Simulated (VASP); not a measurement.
Set up this calculation in VASP 6.6.1, as the native input.

- Task: relaxation of cell and atoms
- Functional: PBE
- Potentials or basis: VASP PAW PBE potentials, release 64 (Li_sv, Cl)
- Cutoff: 600 eV
- k mesh: 6 × 6 × 4
- Occupations: gaussian, width 0.1 eV
- Spin: no spin polarisation
- Dipole correction: no
- Further INCAR settings: ALGO = Normal; EDIFF = 1e-06; IBRION = 2; EDIFFG = -0.04; NSW = 90; ISIF = 3

The structure of LiCl lies in POSCAR:

```
LiCl
1.0
    2.4696170600     -1.8378214500      0.0000000000
    2.4696170600      1.8378214500      0.0000000000
   -1.8388397400      0.0000000000      5.2833547200
Li Cl
2 2
Direct
    0.4901093500      0.8223851100      0.6464666700
    0.8223851100      0.4901093500      0.1464666700
    0.1776148900      0.5098906500      0.8535333300
    0.5098906500      0.1776148900      0.3535333300
```

The cell was built from a structure type or drawn by symmetry, and may not be a known phase.

The input as run:

INCAR

```
PREC = Accurate
ENCUT = 600
EDIFF = 1E-6
ISMEAR = 0
SIGMA = 0.1
LREAL = F
LASPH = T
NELM = 80
ALGO = Normal
ISIF = 3
LWAVE = F
LCHARG = F
GGA = PE
IBRION = 2
NSW = 90
EDIFFG = -0.04
```

KPOINTS

```
regular mesh
0
Gamma
  6 6 4
```

Potentials or basis: VASP PAW PBE potentials, release 64 (Li_sv, Cl).

Command:

```bash
$ cat potpaw_PBE.64/Li_sv/POTCAR potpaw_PBE.64/Cl/POTCAR > POTCAR
$ mpirun -np 1 vasp_std > vasp.out
```

It gave:

- Relaxed volume: 16.78 Å³/atom
- Relaxed cell: a = 3.591 Å, b = 3.591 Å, c = 6.278 Å, α = 106.15°, β = 106.15°, γ = 61.15°
- Space group after relaxing (to 0.1 Å): R-3m (No. 166)
- Energy gained by relaxing: 442.0 meV/atom
- Ionic steps: 30
- Pressure after relaxing: 0.2 GPa
- Largest force after relaxing: 0.036 eV/Å
- Band gap on the k mesh: 6.35 eV

Caveat: the cutoff is under 1.25 times the usual one of these potentials, so pressure, stress and relaxed cells hold a basis-set (Pulay) error; the volume moved by over 15 % at a fixed basis, so the end points are rough.

It took 6.2 min on 1 thread of Intel(R) Xeon(R) 6975P-C (Granite Rapids), on a shared host, peak memory 0.2 GiB.
